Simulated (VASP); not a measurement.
# TaN (P-6m2) in VASP: further runs

Runs on TaN. Level: r2SCAN. Tasks: single point.

All numbers are computed with VASP 6.6.1; they aren't measurements. Logs are shortened: lines on timing, memory, paths and dates and some standing lists are left out, and cuts for length are marked.

**1. The cell of the first run**

The structure is hexagonal, space group P-6m2 (No. 187). Conventional cell: a = 2.957 Å, b = 2.957 Å, c = 2.902 Å, α = 90.00°, β = 90.00°, γ = 120.00°. Ta (site symmetry -6m2) has 6 N at 2.24 Å and 8 Ta at 2.90 to 2.96 Å within 3.0 Å. N (site symmetry -6m2) has 6 Ta at 2.24 Å and 8 N at 2.90 to 2.96 Å within 3.0 Å.

**2. Single point, r2SCAN**

Input file POSCAR:

```
TaN
1.0
    2.9574575207      0.0000000000      0.0000000000
   -1.4787287603      2.5612333435      0.0000000000
    0.0000000000      0.0000000000      2.9020932717
Ta N
1 1
Direct
    0.0000000000      0.0000000000      0.5000000000
    0.6666666667      0.3333333333      0.0000000000
```

Input file INCAR.step1:

```
SYSTEM = TaN
PREC = Accurate
ENCUT = 520
ISMEAR = -1
SIGMA = 0.05
LREAL = .FALSE.
LASPH = .TRUE.
NELM = 100
NBANDS = 15
GGA = PE
ALGO = Normal
EDIFF = 1E-4
LWAVE = .TRUE.
LCHARG = .FALSE.
```

Input file INCAR.step2:

```
SYSTEM = TaN
PREC = Accurate
ENCUT = 520
EDIFF = 1E-7
ISMEAR = -1
SIGMA = 0.05
LREAL = .FALSE.
LASPH = .TRUE.
NELM = 100
ALGO = Normal
ISIF = 2
LWAVE = .FALSE.
LCHARG = .FALSE.
METAGGA = R2SCAN
LMIXTAU = .TRUE.
NBANDS = 15
ISTART = 1
```

Input file KPOINTS:

```
regular mesh
0
G
  10 10 9
  0 0 0
```

Potentials or basis: VASP PAW PBE potentials, release 64 (Ta_pv, N).

Started as:

```sh
cat potpaw_PBE.64/Ta_pv/POTCAR potpaw_PBE.64/N/POTCAR > POTCAR
cp INCAR.step1 INCAR
mpirun -np 1 vasp_std > vasp.out
cp INCAR.step2 INCAR
mpirun -np 1 vasp_std > vasp.out
```

OUTCAR:

```text
SYSTEM = TaN
   PREC = Accurate
   ENCUT = 520
   EDIFF = 1E-7
   ISMEAR = -1
   LREAL = .FALSE.
   LASPH = .TRUE.
   NELM = 100
   ISIF = 2
   METAGGA = R2SCAN
   ISTART = 1

 ion  position               nearest neighbor table
   1  0.000  0.000  0.500-   2 2.24   2 2.24   2 2.24   2 2.24   2 2.24   2 2.24
   2  0.667  0.333  0.000-   1 2.24   1 2.24   1 2.24   1 2.24   1 2.24   1 2.24

  LATTYP: Found a hexagonal cell.
 ALAT       =     2.9574575207
 C/A-ratio  =     0.9812797822

  Lattice vectors:

 A1 = (   2.9574575207,   0.0000000000,   0.0000000000)
 A2 = (  -1.4787287603,   2.5612333435,   0.0000000000)
 A3 = (   0.0000000000,   0.0000000000,   2.9020932717)

Analysis of symmetry for initial positions (statically):
=====================================================================
 Subroutine PRICEL returns:
 Original cell was already a primitive cell.

 Routine SETGRP: Setting up the symmetry group for a
 hexagonal supercell.

 Subroutine GETGRP returns: Found 12 space group operations
 (whereof 12 operations were pure point group operations)
 out of a pool of 24 trial point group operations.

The static configuration has the point symmetry D_3h.

Analysis of symmetry for dynamics (positions and initial velocities):
=====================================================================
 Subroutine PRICEL returns:
 Original cell was already a primitive cell.

 Routine SETGRP: Setting up the symmetry group for a
 hexagonal supercell.

 Subroutine GETGRP returns: Found 12 space group operations
 (whereof 12 operations were pure point group operations)
 out of a pool of 24 trial point group operations.

The dynamic configuration has the point symmetry D_3h.

 Subroutine INISYM returns: Found 12 space group operations
 (whereof 12 operations are pure point group operations),
 and found     1 'primitive' translations

----------------------------------------------------------------------------------------

                                     Primitive cell

  volume of cell :      21.9826

  direct lattice vectors                    reciprocal lattice vectors
     2.957457521  0.000000000  0.000000000     0.338128272  0.195218449  0.000000000
    -1.478728760  2.561233344  0.000000000     0.000000000  0.390436897  0.000000000
     0.000000000  0.000000000  2.902093272     0.000000000  0.000000000  0.344578863

  length of vectors
     2.957457521  2.957457521  2.902093272     0.390436897  0.390436897  0.344578863

  position of ions in fractional coordinates (direct lattice)
     0.000000000  0.000000000  0.500000000
     0.666666667  0.333333333  0.000000000

  ion indices of the primitive-cell ions
   primitive index   ion index
                 1           1
                 2           2

----------------------------------------------------------------------------------------

 KPOINTS: regular mesh

Automatic generation of k-mesh.
 Grid dimensions read from file:
 generate k-points for:   10   10    9

 Generating k-lattice:

  Cartesian coordinates                     Fractional coordinates (reciprocal lattice)
     0.033812827  0.019521845  0.000000000     0.100000000 -0.000000000  0.000000000
     0.000000000  0.039043690  0.000000000     0.000000000  0.100000000  0.000000000
     0.000000000  0.000000000  0.038286540     0.000000000  0.000000000  0.111111111

  Length of vectors
     0.039043690  0.039043690  0.038286540

  Shift w.r.t. Gamma in fractional coordinates (k-lattice)
     0.000000000  0.000000000  0.000000000

 Subroutine IBZKPT returns following result:
 ===========================================

 Found     70 irreducible k-points:

 Following reciprocal coordinates:
            Coordinates               Weight
  0.000000  0.000000  0.000000      1.000000
  0.100000 -0.000000  0.000000      6.000000
  0.200000 -0.000000  0.000000      6.000000
  0.300000 -0.000000  0.000000      6.000000
  0.400000 -0.000000  0.000000      6.000000
  0.500000 -0.000000  0.000000      3.000000
[... 16 lines left out ...]
  0.300000  0.100000  0.111111     24.000000
  0.400000  0.100000  0.111111     24.000000
 [... further k-points ...]
   k-points           NKPTS =     70   k-points in BZ     NKDIM =     70   number of bands    NBANDS=     15
   number of dos      NEDOS =    301   number of ions     NIONS =      2
   total plane-waves  NPLWV =  13824
   dimension x,y,z NGX =    24 NGY =   24 NGZ =   24
   dimension x,y,z NGXF=    48 NGYF=   48 NGZF=   48
   ions per type =               1   1
   NGX,Y,Z   is equivalent  to a cutoff of  13.49, 13.49, 13.75 a.u.
   NGXF,Y,Z  is equivalent  to a cutoff of  26.98, 26.98, 27.50 a.u.
 SYSTEM =  TaN
   PREC   = accura    normal or accurate (medium, high low for compatibility)
   ISTART =      1    job   : 0-new  1-cont  2-samecut
   ICHARG =      0    charge: 1-file 2-atom 10-const
   ISPIN  =      1    spin polarized calculation?
   LNONCOLLINEAR =      F non collinear calculations
   LSORBIT =      F    spin-orbit coupling
   LASPH  =      T    aspherical Exc in radial PAW
   ENCUT  =  520.0 eV  38.22 Ry    6.18 a.u.   5.50  5.50  5.40*2*pi/ulx,y,z
   NELM   =    100;   NELMIN=  2; NELMDL=  0     # of ELM steps
   EDIFF  = 0.1E-06   stopping-criterion for ELM
   LREAL  =      F    real-space projection
   EDIFFG = 0.1E-05   stopping-criterion for IOM
   NSW    =      0    number of steps for IOM
   IBRION =     -1    ionic relax: 0-MD 1-quasi-New 2-CG
   NFREE  =      0    steps in history (QN), initial steepest desc. (CG)
   ISIF   =      2    stress and relaxation
   ISYM   =      2    0-nonsym 1-usesym 2-fastsym
   POTIM  = 0.5000    time-step for ionic-motion
   TEBEG  =    0.0;   TEEND  =   0.0 temperature during run
   PSTRESS=    0.0 pullay stress
   NELECT =      16.0000    total number of electrons
   NUPDOWN=      -1.0000    fix difference up-down
   EMIN   =  10.00;   EMAX   =-10.00  energy-range for DOS
   EFERMI =   0.00;   METHOD = LEGACY
   ISMEAR =    -1;   SIGMA  =   0.05  broadening in eV -4-tet -1-fermi 0-gaus
   EFERMI_NEDOS =   21; number of points for ismear=-14 and -15
   IALGO  =     38    algorithm
   IMIX   =      4    mixing-type and parameters
     AMIX     =   0.40;   BMIX     =  1.00
     AMIX_MAG =   1.60;   BMIX_MAG =  1.00
  volume/ion in A,a.u.               =      10.99        74.17
  Fermi-wavevector in a.u.,A,eV,Ry     =   1.472612  2.782834 29.505425  2.168588
  Thomas-Fermi vector in A             =   2.587606
   LORBIT       =      0    0 simple, 1 ext, 2 COOP (PROOUT), +10 PAW based schemes
   METAGGA = R2SCAN    functional components
   LHFCALC =     F    Hartree Fock is set to
   AEXX    =    0.0000 exact exchange contribution
   IVDW    =     0    specifies the selected vdW correction
   LEPSILON=     F    determine dielectric tensor
   LRPA    =     F    only Hartree local field effects (RPA)
 non-spin polarized calculation
  energy-cutoff  :      520.00
  volume of cell :       21.98
 maximum number of plane-waves:       617
 NGX is ok and might be reduce to    24
   NGX = 11   NGY = 11   NGZ = 11

 number of electron      16.0000001 magnetization

 Free energy of the ion-electron system (eV)
  ---------------------------------------------------
  ext. energy  EPLUGINS =         0.00000000
  ---------------------------------------------------
  free energy    TOTEN  =       -60.39099437 eV

  energy without entropy =      -60.39072332  energy(sigma->0) =      -60.39085884

 E-fermi :   8.0928     XC(G=0): -14.2248

 val. band max:        7.9625361751   @ k =   0.0000   0.0000   0.4444
 cond. band min:       8.2898712859   @ k =   0.0000   0.0000   0.3333
 fundamental gap:      0.3273351108
 Fermi energy:         8.0927959172

 k-point     1 :       0.0000    0.0000    0.0000
  band No.  band energies     occupation
      1     -28.1897      2.00000
      2     -27.9389      2.00000
      3     -27.9389      2.00000
      4     -10.6429      2.00000
      5       3.2740      2.00000
      6       3.2740      2.00000
      7       3.7072      2.00000
      8       4.8933      2.00000
      9      10.3453      0.00000
     10      11.6715      0.00000
     11      11.6715      0.00000
     12      12.1268      0.00000
     13      12.1268      0.00000
     14      18.5361      0.00000
     15      21.8940      0.00000

 k-point     2 :       0.1000   -0.0000    0.0000
  band No.  band energies     occupation
      1     -28.1768      2.00000
      2     -28.0414      2.00000
      3     -27.9608      2.00000
      4     -10.4448      2.00000
      5       2.6925      2.00000
      6       3.4262      2.00000
      7       3.9712      2.00000
      8       4.6110      2.00000
      9      11.0145      0.00000
     10      11.3350      0.00000
     11      11.7063      0.00000
     12      12.0236      0.00000
     13      12.3959      0.00000
     14      18.5361      0.00000
     15      21.8323      0.00000

 k-point     3 :       0.2000   -0.0000    0.0000
  band No.  band energies     occupation
      1     -28.3016      2.00000
      2     -28.1430      2.00000
      3     -28.0176      2.00000
      4      -9.9189      2.00000
      5       1.5515      2.00000
      6       3.8090      2.00000
      7       3.9677      2.00000
      8       4.5439      2.00000
      9      10.4497      0.00000
     10      11.7646      0.00000
     11      11.8897      0.00000
     12      12.7064      0.00000
     13      12.9296      0.00000
     14      18.5361      0.00000
     15      21.8113      0.00000
[... 343 lines left out ...]
 k-point    23 :       0.3000    0.1000    0.1111
  band No.  band energies     occupation
      1     -28.7168      2.00000
      2     -28.1743      2.00000
      3     -28.1587      2.00000
      4      -8.7971      2.00000
      5       0.2355      2.00000
      6       2.6006      2.00000
      7       3.8155      2.00000
      8       5.6510      2.00000
      9      10.0014      0.00000
     10      11.4373      0.00000
     11      12.6801      0.00000
     12      13.7128      0.00000
     13      16.0196      0.00000
     14      18.5351      0.00000
     15      21.7020      0.00000

 k-point    24 :       0.4000    0.1000    0.1111
  band No.  band energies     occupation
      1     -28.8666      2.00000
      2     -28.2086      2.00000
      3     -28.1474      2.00000
      4      -8.4425      2.00000
      5      -0.2236      2.00000
      6       2.4606      2.00000
      7       3.6736      2.00000
      8       5.6570      2.00000
      9      10.6942      0.00000
     10      11.6646      0.00000
     11      12.6345      0.00000
     12      13.9665      0.00000
     13      17.2587      0.00000
     14      18.5278      0.00000
     15      20.3362      0.00000

 [... further k-points ...]
[... 5 lines left out ...]
  --------------------------------------------------------------------------------------
  -------------------------------------------------------------------------------------
  Total       -0.7698286     -0.7698286     -0.7557728     -0.0000000      0.0000000      0.0000000
  in kB      -56.1081071    -56.1081071    -55.0836637     -0.0000000      0.0000000      0.0000000
  external PRESSURE =     -55.7666259 kB  Pullay stress =       0.0000000 kB

 VOLUME and BASIS-vectors are now :
 -----------------------------------------------------------------------------
  energy-cutoff  :      520.00
  volume of cell :       21.98
      direct lattice vectors                 reciprocal lattice vectors
     2.957457521  0.000000000  0.000000000     0.338128272  0.195218449  0.000000000
    -1.478728760  2.561233344  0.000000000     0.000000000  0.390436897  0.000000000
     0.000000000  0.000000000  2.902093272     0.000000000  0.000000000  0.344578863

 POSITION                                       TOTAL-FORCE (eV/Angst)
 -----------------------------------------------------------------------------------
      0.00000      0.00000      1.45105        -0.000000      0.000000      0.000000
      1.47873      0.85374      0.00000         0.000000      0.000000      0.000000
 -----------------------------------------------------------------------------------
    total drift:                                0.000000     -0.000000      0.000000

  FREE ENERGIE OF THE ION-ELECTRON SYSTEM (eV)
  ---------------------------------------------------
  free  energy   TOTEN  =       -60.3909943652 eV

  energy  without entropy=      -60.3907233230  energy(sigma->0) =      -60.39085884
```

It took 49 s on 1 thread of Intel Xeon Platinum 8375C at 2.90GHz (Ice Lake), shared host; peak memory 0.16 GiB.

What came out:

```yaml
Free_energy: -60.3910 eV
Pressure: -5.6 GPa
Band_gap_on_the_k_mesh: zero (band 8 reaches 8.29 eV, above the bottom of band 9 at 7.96 eV)
```

Stress tensor (GPa, compression positive):
```
-5.61  0.00  0.00
 0.00 -5.61  0.00
 0.00  0.00 -5.51
```

Caveat: the PAW data sets were made with another functional, which shifts forces and pressure a little; spin-orbit coupling is left out, which moves the levels of the heavy elements.

**3. Single point, r2SCAN**

This run uses another cell than the first one, of 11.21 Å³/atom, 1.020 times its volume.

Input file POSCAR:

```
TaN
1.0
    2.9766623284      0.0000000000      0.0000000000
   -1.4883311642      2.5778651949      0.0000000000
    0.0000000000      0.0000000000      2.9209385612
Ta N
1 1
Direct
    0.0000000000      0.0000000000      0.5000000000
    0.6666666667      0.3333333333      0.0000000000
```

Input file INCAR.step1:

```
SYSTEM = TaN
ALGO = Normal
EDIFF = 1E-4
ENCUT = 520
GGA = PE
ISMEAR = -1
LASPH = .True.
LCHARG = .False.
LREAL = .False.
LWAVE = .True.
NBANDS = 15
NELM = 100
PREC = Accurate
SIGMA = 0.05
```

Input file INCAR.step2:

```
SYSTEM = TaN
ALGO = Normal
EDIFF = 1E-6
ENCUT = 520
ISIF = 2
ISMEAR = -1
ISTART = 1
LASPH = .True.
LCHARG = .True.
LELF = .True.
LMIXTAU = .True.
LREAL = .False.
LVHAR = .True.
LWAVE = .False.
METAGGA = R2SCAN
NBANDS = 15
NELM = 100
PREC = Accurate
SIGMA = 0.05
```

Input file KPOINTS:

```
k-points
0
Gamma
  10 10 9
  0 0 0
```

Potentials or basis: VASP PAW PBE potentials, release 64 (Ta_pv, N).

Started as:

```sh
cat potpaw_PBE.64/Ta_pv/POTCAR potpaw_PBE.64/N/POTCAR > POTCAR
cp INCAR.step1 INCAR
mpirun -np 1 vasp_std > vasp.out
cp INCAR.step2 INCAR
mpirun -np 1 vasp_std > vasp.out
```

It took 41 s on 1 thread of Intel Xeon Platinum 8375C at 2.90GHz (Ice Lake), shared host; peak memory 0.16 GiB.

The run converged. Its results:

```yaml
Free_energy: -60.3679 eV
Pressure: -11.8 GPa
Band_gap_on_the_k_mesh: zero (band 8 reaches 8.09 eV, above the bottom of band 9 at 7.77 eV)
```

Stress tensor (GPa, compression positive):
```
-11.62   0.00   0.00
  0.00 -11.62   0.00
  0.00   0.00 -12.24
```

Levels at points of the mesh, in eV from the Fermi level:
```csv
k point,band 6,band 7,band 8,band 9,band 10,band 11
"(0.00, 0.00, 0.00)",-4.73,-4.30,-3.17,2.11,3.49,3.49
"(0.50, 0.00, 0.00)",-5.33,-3.53,-3.41,2.98,3.84,5.08
```

Caveat: the PAW data sets were made with another functional, which shifts forces and pressure a little; spin-orbit coupling is left out, which moves the levels of the heavy elements.

**4. Single point, r2SCAN**

This run uses another cell than the first one, of 11.42 Å³/atom, 1.039 times its volume.

Input file POSCAR:

```
TaN
1.0
    2.9956224723      0.0000000000      0.0000000000
   -1.4978112361      2.5942851611      0.0000000000
    0.0000000000      0.0000000000      2.9395437670
Ta N
1 1
Direct
    0.0000000000      0.0000000000      0.5000000000
    0.6666666667      0.3333333333      0.0000000000
```

Input file INCAR.step1:

```
PREC = Accurate
ENCUT = 520
ISMEAR = -1
SIGMA = 0.05
LREAL = False
LASPH = True
NELM = 60
NBANDS = 15
GGA = PE
ALGO = Normal
EDIFF = 1E-4
LWAVE = True
LCHARG = False
```

Input file INCAR.step2:

```
PREC = Accurate
ENCUT = 520
EDIFF = 1E-6
ISMEAR = -1
SIGMA = 0.05
LREAL = False
LASPH = True
NELM = 60
ALGO = Normal
ISIF = 2
LWAVE = False
LCHARG = False
METAGGA = R2SCAN
LMIXTAU = True
NBANDS = 15
ISTART = 1
```

Input file KPOINTS:

```
regular mesh
0
Gamma
  10 10 9
```

Started as:

```sh
cat potpaw_PBE.64/Ta_pv/POTCAR potpaw_PBE.64/N/POTCAR > POTCAR
cp INCAR.step1 INCAR
mpirun -np 1 vasp_std > vasp.out
cp INCAR.step2 INCAR
mpirun -np 1 vasp_std > vasp.out
```

Wall time 42 s (1 thread of Intel Xeon Platinum 8375C at 2.90GHz (Ice Lake), shared host); peak memory 0.16 GiB.

The run converged. Its results:

* Free energy: -60.3288 eV
* Pressure: -17.5 GPa
* Band gap on the k mesh: zero (band 8 reaches 7.89 eV, above the bottom of band 9 at 7.57 eV)

Stress tensor (GPa, compression positive):
```
-17.03   0.00   0.00
  0.00 -17.03   0.00
  0.00   0.00 -18.30
```

Levels at points of the mesh, in eV from the Fermi level:
```
           k point  band 6  band 7  band 8  band 9  band 10  band 11
(0.00, 0.00, 0.00)   -4.64   -4.21   -3.14    1.96     3.40     3.40
(0.50, 0.00, 0.00)   -5.23   -3.45   -3.37    2.91     3.73     4.94
```

Caveat: the PAW data sets were made with another functional, which shifts forces and pressure a little; spin-orbit coupling is left out, which moves the levels of the heavy elements.

**5. The runs side by side**

```tsv
cell	gap on the mesh (eV)	pressure (GPa)
a = 2.957, b = 2.957, c = 2.902 Å, angles 90.0, 90.0, 120.0°, 2 atoms	none	-5.6
a = 2.977, b = 2.977, c = 2.921 Å, angles 90.0, 90.0, 120.0°, 2 atoms	none	-11.8
a = 2.996, b = 2.996, c = 2.940 Å, angles 90.0, 90.0, 120.0°, 2 atoms	none	-17.5
```

Alike in all rows: task single point; level r2SCAN; potentials or basis VASP PAW PBE potentials, release 64 (Ta_pv, N); no spin polarisation; k mesh 10 × 10 × 9; cutoff (eV) 520; smearing fermi-dirac 0.05 eV.

Caveats: the PAW data sets were made with another functional, which shifts forces and pressure a little; spin-orbit coupling is left out, which moves the levels of the heavy elements.

Absolute energies hang on the potentials; compare differences alone.
